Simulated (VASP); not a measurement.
Input of a VASP 6.6.1 run:

File INCAR:

```
SYSTEM = CsPbBr3
ALGO = Normal
EDIFF = 1E-6
ENCUT = 520
GGA = PS
ISIF = 2
ISMEAR = -1
LASPH = .True.
LCHARG = .True.
LELF = .True.
LREAL = .False.
LVHAR = .True.
LWAVE = .False.
NBANDS = 30
NELM = 100
PREC = Accurate
SIGMA = 0.05
```

Contents of KPOINTS:

```
k-points
0
Gamma
  5 5 5
  0 0 0
```

POSCAR

```
CsPbBr3
1.0
    5.9088753051      0.0000000000      0.0000000000
    0.0000000000      5.9088753051      0.0000000000
    0.0000000000      0.0000000000      5.9088753051
Pb Cs Br
1 1 3
Direct
    0.5000000000      0.5000000000      0.5000000000
    0.0000000000      0.0000000000      0.0000000000
    0.5000000000      0.5000000000      0.0000000000
    0.5000000000      0.0000000000      0.5000000000
    0.0000000000      0.5000000000      0.5000000000
```

Potentials or basis: VASP PAW PBE potentials, release 64 (Pb_d, Cs_sv, Br).

Run with:

```bash
$ cat potpaw_PBE.64/Pb_d/POTCAR potpaw_PBE.64/Cs_sv/POTCAR potpaw_PBE.64/Br/POTCAR > POTCAR
$ mpirun -np 1 vasp_std > vasp.out
```

**Question.** Predict the pressure.

**Answer.** -0.4 GPa.

**Question.** Predict the band gap on the k mesh.

**Answer.** 2.61 eV.

Caveat: the PAW data sets were made with another functional, which shifts forces and pressure a little; spin-orbit coupling is left out, which moves the levels of the heavy elements; an odd mesh through Γ misses points on the zone boundary, where band edges can lie.
